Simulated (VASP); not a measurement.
# Zr in VASP: further runs

The runs below take Zr through single point, with PBE.

All numbers are computed with VASP 6.6.1; they aren't measurements. Logs are shortened: lines on timing, memory, paths and dates and some standing lists are left out, and cuts for length are marked.

### Step 1. The cell of the first run

The cell holds a slab with vacuum, 5 atoms: a = 3.189 Å, b = 3.189 Å, c = 27.415 Å, α = 90.00°, β = 90.00°, γ = 120.00°.

### Step 2. Single point, PBE

Contents of INCAR:

```
ALGO = Normal
DIPOL = 0.5 0.5 0.501
EDIFF = 1E-6
ENCUT = 520
GGA = PE
IDIPOL = 3
ISIF = 2
ISMEAR = 0
LASPH = T
LCHARG = T
LDIPOL = T
LELF = T
LREAL = F
LVACPOTAV = T
LVHAR = T
LWAVE = F
NBANDS = 38
NELM = 80
PREC = Accurate
SIGMA = 0.1
```

Contents of KPOINTS:

```
k-points
0
Gamma
  9 9 1
```

Contents of POSCAR:

```
Zr
1.0
    3.1890515787      0.0000000000      0.0000000000
   -1.5945257893      2.7617996811      0.0000000000
    0.0000000000      0.0000000000     27.4153990523
Zr
5
Direct
    0.6666666667      0.3333333333      0.3100447301
    0.3333333333      0.6666666667      0.4050223702
    0.0000000000      0.0000000000      0.5011798711
    0.6666666667      0.3333333333      0.5977393954
    0.3333333333      0.6666666667      0.6887695333
```

Potentials or basis: VASP PAW PBE potentials, release 64 (Zr_sv).

The run is started by

```
cat potpaw_PBE.64/Zr_sv/POTCAR > POTCAR
mpirun -np 1 vasp_std > vasp.out
```

OUTCAR:

```text
EDIFF = 1E-6
   ENCUT = 520
   GGA = PE
   ISIF = 2
   ISMEAR = 0
   LASPH = T
   LREAL = F
   NELM = 80
   PREC = Accurate

 ion  position               nearest neighbor table
   1  0.667  0.333  0.310-   2 3.19   2 3.19   2 3.19
   2  0.333  0.667  0.405-   1 3.19   1 3.19   1 3.19   3 3.22   3 3.22   3 3.22
   3  0.000  0.000  0.501-   2 3.22   2 3.22   2 3.22   4 3.22   4 3.22   4 3.22
   4  0.667  0.333  0.598-   5 3.10   5 3.10   5 3.10   3 3.22   3 3.22   3 3.22
   5  0.333  0.667  0.689-   4 3.10   4 3.10   4 3.10

  LATTYP: Found a hexagonal cell.
 ALAT       =     3.1890515787
 C/A-ratio  =     8.5967248807

  Lattice vectors:

 A1 = (   3.1890515787,   0.0000000000,   0.0000000000)
 A2 = (  -1.5945257893,   2.7617996811,   0.0000000000)
 A3 = (   0.0000000000,   0.0000000000,  27.4153990523)

Analysis of symmetry for initial positions (statically):
=====================================================================
 Subroutine PRICEL returns:
 Original cell was already a primitive cell.

 Routine SETGRP: Setting up the symmetry group for a
 hexagonal supercell.

 Subroutine GETGRP returns: Found  6 space group operations
 (whereof  6 operations were pure point group operations)
 out of a pool of 24 trial point group operations.

The static configuration has the point symmetry C_3v.

Analysis of symmetry for dynamics (positions and initial velocities):
=====================================================================
 Subroutine PRICEL returns:
 Original cell was already a primitive cell.

 Routine SETGRP: Setting up the symmetry group for a
 hexagonal supercell.

 Subroutine GETGRP returns: Found  6 space group operations
 (whereof  6 operations were pure point group operations)
 out of a pool of 24 trial point group operations.

The dynamic configuration has the point symmetry C_3v.

 Subroutine INISYM returns: Found  6 space group operations
 (whereof  6 operations are pure point group operations),
 and found     1 'primitive' translations

----------------------------------------------------------------------------------------

                                     Primitive cell

  volume of cell :     241.4617

  direct lattice vectors                    reciprocal lattice vectors
     3.189051579  0.000000000  0.000000000     0.313572852  0.181041371  0.000000000
    -1.594525789  2.761799681  0.000000000     0.000000000  0.362082741  0.000000000
     0.000000000  0.000000000 27.415399052     0.000000000  0.000000000  0.036475851

  length of vectors
     3.189051579  3.189051579 27.415399052     0.362082741  0.362082741  0.036475851

  position of ions in fractional coordinates (direct lattice)
     0.666666667  0.333333333  0.310044730
     0.333333333  0.666666667  0.405022370
     0.000000000  0.000000000  0.501179871
     0.666666667  0.333333333  0.597739395
     0.333333333  0.666666667  0.688769533

  ion indices of the primitive-cell ions
   primitive index   ion index
                 1           1
                 2           2
                 3           3
                 4           4
                 5           5

----------------------------------------------------------------------------------------

 KPOINTS: k-points

Automatic generation of k-mesh.
 Grid dimensions read from file:
 generate k-points for:    9    9    1

 Generating k-lattice:

  Cartesian coordinates                     Fractional coordinates (reciprocal lattice)
     0.034841428  0.020115708  0.000000000     0.111111111  0.000000000  0.000000000
     0.000000000  0.040231416  0.000000000     0.000000000  0.111111111  0.000000000
     0.000000000  0.000000000  0.036475851     0.000000000  0.000000000  1.000000000

  Length of vectors
     0.040231416  0.040231416  0.036475851

  Shift w.r.t. Gamma in fractional coordinates (k-lattice)
     0.000000000  0.000000000  0.000000000

 Subroutine IBZKPT returns following result:
 ===========================================

 Found     12 irreducible k-points:

 Following reciprocal coordinates:
            Coordinates               Weight
  0.000000  0.000000  0.000000      1.000000
  0.111111 -0.000000  0.000000      6.000000
  0.222222  0.000000  0.000000      6.000000
  0.333333  0.000000  0.000000      6.000000
  0.444444  0.000000  0.000000      6.000000
  0.111111  0.111111  0.000000      6.000000
  0.222222  0.111111  0.000000     12.000000
  0.333333  0.111111  0.000000     12.000000
  0.444444  0.111111  0.000000      6.000000
  0.222222  0.222222  0.000000      6.000000
  0.333333  0.222222  0.000000     12.000000
  0.333333  0.333333  0.000000      2.000000
   k-points           NKPTS =     12   k-points in BZ     NKDIM =     12   number of bands    NBANDS=     38
   number of dos      NEDOS =    301   number of ions     NIONS =      5
   total plane-waves  NPLWV = 120960
   dimension x,y,z NGX =    24 NGY =   24 NGZ =  210
   dimension x,y,z NGXF=    48 NGYF=   48 NGZF=  420
   ions per type =               5
   NGX,Y,Z   is equivalent  to a cutoff of  12.51, 12.51, 12.73 a.u.
   NGXF,Y,Z  is equivalent  to a cutoff of  25.02, 25.02, 25.47 a.u.
 SYSTEM =  unknown system
   PREC   = accura    normal or accurate (medium, high low for compatibility)
   ISTART =      0    job   : 0-new  1-cont  2-samecut
   ICHARG =      2    charge: 1-file 2-atom 10-const
   ISPIN  =      1    spin polarized calculation?
   LNONCOLLINEAR =      F non collinear calculations
   LSORBIT =      F    spin-orbit coupling
   LASPH  =      T    aspherical Exc in radial PAW
   ENCUT  =  520.0 eV  38.22 Ry    6.18 a.u.   5.93  5.93 50.97*2*pi/ulx,y,z
   NELM   =     80;   NELMIN=  2; NELMDL= -5     # of ELM steps
   EDIFF  = 0.1E-05   stopping-criterion for ELM
   LREAL  =      F    real-space projection
   EDIFFG = 0.1E-04   stopping-criterion for IOM
   NSW    =      0    number of steps for IOM
   IBRION =     -1    ionic relax: 0-MD 1-quasi-New 2-CG
   NFREE  =      0    steps in history (QN), initial steepest desc. (CG)
   ISIF   =      2    stress and relaxation
   ISYM   =      2    0-nonsym 1-usesym 2-fastsym
   POTIM  = 0.5000    time-step for ionic-motion
   TEBEG  =    0.0;   TEEND  =   0.0 temperature during run
   PSTRESS=    0.0 pullay stress
   NELECT =      60.0000    total number of electrons
   NUPDOWN=      -1.0000    fix difference up-down
   EMIN   =  10.00;   EMAX   =-10.00  energy-range for DOS
   EFERMI =   0.00;   METHOD = LEGACY
   ISMEAR =     0;   SIGMA  =   0.10  broadening in eV -4-tet -1-fermi 0-gaus
   EFERMI_NEDOS =   21; number of points for ismear=-14 and -15
   IALGO  =     38    algorithm
   IMIX   =      4    mixing-type and parameters
     AMIX     =   0.40;   BMIX     =  1.00
     AMIX_MAG =   1.60;   BMIX_MAG =  1.00
  volume/ion in A,a.u.               =      48.29       325.89
  Fermi-wavevector in a.u.,A,eV,Ry     =   1.029222  1.944948 14.412629  1.059298
  Thomas-Fermi vector in A             =   2.163259
   LORBIT       =      0    0 simple, 1 ext, 2 COOP (PROOUT), +10 PAW based schemes
   GGA     = PE    functional components
   LHFCALC =     F    Hartree Fock is set to
   AEXX    =    0.0000 exact exchange contribution
   IVDW    =     0    specifies the selected vdW correction
   LEPSILON=     F    determine dielectric tensor
   LRPA    =     F    only Hartree local field effects (RPA)
 non-spin polarized calculation
 Gauss-broadening in eV      SIGMA  =   0.10
  energy-cutoff  :      520.00
  volume of cell :      241.46
 maximum number of plane-waves:      6540
 NGX is ok and might be reduce to    24
   NGX = 11   NGY = 11   NGZ =101

 dipolmoment           0.000000      0.000000      0.018731 electrons x Angstroem

 number of electron      60.0000000 magnetization

 dipolmoment           0.000000      0.000000     -0.001724 electrons x Angstroem

 Free energy of the ion-electron system (eV)
  ---------------------------------------------------
  ext. energy  EPLUGINS =         0.00000000
  ---------------------------------------------------
  free energy    TOTEN  =       -40.77076258 eV

  energy without entropy =      -40.73188221  energy(sigma->0) =      -40.75132240

 E-fermi :   2.2656     XC(G=0):  -6.0472

 val. band max:        2.1804704162   @ k =   0.2222   0.1111   0.0000
 cond. band min:       2.2710999312   @ k =   0.3333   0.2222   0.0000
 fundamental gap:      0.0906295150
 Fermi energy:         2.2655594985

 k-point     1 :       0.0000    0.0000    0.0000
  band No.  band energies     occupation
      1     -46.7097      2.00000
      2     -46.6901      2.00000
      3     -46.4453      2.00000
      4     -46.3961      2.00000
      5     -46.3449      2.00000
      6     -25.0174      2.00000
[... 30 lines left out ...]
     37       3.2728      0.00000
     38       3.4478      0.00000

 k-point     2 :       0.1111   -0.0000    0.0000
  band No.  band energies     occupation
      1     -46.6979      2.00000
      2     -46.6779      2.00000
      3     -46.4320      2.00000
      4     -46.3851      2.00000
      5     -46.3361      2.00000
      6     -24.9878      2.00000
[... 30 lines left out ...]
     37       3.4705      0.00000
     38       3.5016      0.00000

 k-point     3 :       0.2222    0.0000    0.0000
  band No.  band energies     occupation
      1     -46.6679      2.00000
      2     -46.6467      2.00000
      3     -46.3976      2.00000
      4     -46.3571      2.00000
      5     -46.3145      2.00000
      6     -24.9193      2.00000
[... 30 lines left out ...]
     37       3.9346      0.00000
[... 289 lines left out ...]
 k-point    11 :       0.3333    0.2222    0.0000
  band No.  band energies     occupation
      1     -46.6010      2.00000
      2     -46.5770      2.00000
      3     -46.3166      2.00000
      4     -46.2899      2.00000
      5     -46.2752      2.00000
      6     -24.9863      2.00000
[... 30 lines left out ...]
     37       4.0731      0.00000
     38       4.5344      0.00000

 k-point    12 :       0.3333    0.3333    0.0000
  band No.  band energies     occupation
      1     -46.5950      2.00000
      2     -46.5707      2.00000
      3     -46.3090      2.00000
      4     -46.2803      2.00000
      5     -46.2756      2.00000
      6     -24.8916      2.00000
[... 30 lines left out ...]
     37       4.6567      0.00000
     38       4.6576      0.00000

------------------------ aborting loop because EDIFF is reached ----------------------------------------

  FORCE on cell =-STRESS in cart. coord.  units (eV):
  Direction    XX          YY          ZZ          XY          YZ          ZX
  --------------------------------------------------------------------------------------
  -------------------------------------------------------------------------------------
  Total       -1.2697673     -1.2697673     -1.1159020     -0.0000000      0.0000000      0.0000000
  in kB       -8.4253206     -8.4253206     -7.4043742     -0.0000000      0.0000000      0.0000000
  external PRESSURE =      -8.0850051 kB  Pullay stress =       0.0000000 kB

 VOLUME and BASIS-vectors are now :
 -----------------------------------------------------------------------------
  energy-cutoff  :      520.00
  volume of cell :      241.46
      direct lattice vectors                 reciprocal lattice vectors
     3.189051579  0.000000000  0.000000000     0.313572852  0.181041371  0.000000000
    -1.594525789  2.761799681  0.000000000     0.000000000  0.362082741  0.000000000
     0.000000000  0.000000000 27.415399052     0.000000000  0.000000000  0.036475851

 POSITION                                       TOTAL-FORCE (eV/Angst)
 -----------------------------------------------------------------------------------
      1.59453      0.92060      8.50000        -0.000000      0.000000      0.394073
     -0.00000      1.84120     11.10385         0.000000      0.000000     -0.397016
      0.00000      0.00000     13.74005         0.000000     -0.000000      0.006555
      1.59453      0.92060     16.38726         0.000000     -0.000000      0.013446
     -0.00000      1.84120     18.88289         0.000000     -0.000000     -0.017058
 -----------------------------------------------------------------------------------
    total drift:                                0.000000     -0.000000      0.000064

  FREE ENERGIE OF THE ION-ELECTRON SYSTEM (eV)
  ---------------------------------------------------
  free  energy   TOTEN  =       -40.7707625816 eV

  energy  without entropy=      -40.7318822144  energy(sigma->0) =      -40.75132240

 vacuum level on the upper side and lower side of the slab         6.424         6.459
```

Wall time 8.2 min (1 thread of Intel Xeon 8259CL, shared host); peak memory 0.37 GiB.

What came out:

```yaml
Free_energy: -40.7708 eV
Largest_force: 0.397 eV/Å
Band_gap_on_the_k_mesh: zero (bands 30 and 31 overlap by 1.17 eV)
```

Forces in eV/Å, atoms in the order of the input:
```
Zr   0.000  0.000  0.394
Zr   0.000  0.000 -0.397
Zr   0.000  0.000  0.007
Zr   0.000  0.000  0.013
Zr   0.000  0.000 -0.017
```

(Continued in part 2 of 2.)
